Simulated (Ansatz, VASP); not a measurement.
## GaGe3 in VASP and in Ansatz

INCAR

```
ALGO = Normal
EDIFF = 1E-6
ENCUT = 520
GGA = PE
ISIF = 2
ISMEAR = -1
LASPH = True
LCHARG = False
LREAL = False
LWAVE = False
NBANDS = 36
NELM = 80
PREC = Accurate
SIGMA = 0.05
```

File KPOINTS:

```
k-points
0
Gamma
  7 7 7
```

The input POSCAR:

```
GaGe3
1.0
    0.0000000000      3.4317400984      3.4317400984
    3.4317400984      0.0000000000      3.4317400984
    3.4317400984      3.4317400984      0.0000000000
Ge Ga
3 1
Direct
    0.5000000000      0.5000000000      0.5000000000
    0.7500000000      0.7500000000      0.7500000000
    0.2500000000      0.2500000000      0.2500000000
    0.0000000000      0.0000000000      0.0000000000
```

File input.yaml:

```yaml
crystal:
  lattice:
    - [0.0, 3.4317400984, 3.4317400984]
    - [3.4317400984, 0.0, 3.4317400984]
    - [3.4317400984, 3.4317400984, 0.0]
  atoms:
    - { symbol: Ge, position: [0.5, 0.5, 0.5] }
    - { symbol: Ge, position: [0.75, 0.75, 0.75] }
    - { symbol: Ge, position: [0.25, 0.25, 0.25] }
    - { symbol: Ga, position: [0.0, 0.0, 0.0] }
hamiltonian:
  xc: pbe
  pseudopotentials: { kind: paw }
kpoints:
  mp_grid: { grid: [7, 7, 7] }
scf:
  occupations: { method: fermi_dirac, width: 0.05 }
output:
  forces: true
  stress: true
  eigenvalues: true
```

Alike in both runs: task single point; functional PBE; k mesh 7 × 7 × 7; occupations fermi-dirac, width 0.05 eV; no spin polarisation.

```csv
,VASP,Ansatz
version,VASP 6.6.1,Ansatz 0.2.0
potentials or method,"VASP PAW PBE potentials, release 64 (Ge_d, Ga_d)",Ansatz PAW
plane-wave cutoff (eV),520,420
valence electrons in the cell,55,55
```

VASP gave:

* gap on the k mesh at the Fermi level (eV): none
* pressure (GPa): -2.5

Question: Which values does Ansatz return?

Answer: gap on the k mesh at the Fermi level (eV): none; pressure (GPa): -2.7.

A gap of «none» marks a metal or a gap that the smearing closes. With one functional, cell and mesh, what is left measures potentials, basis and numerics.
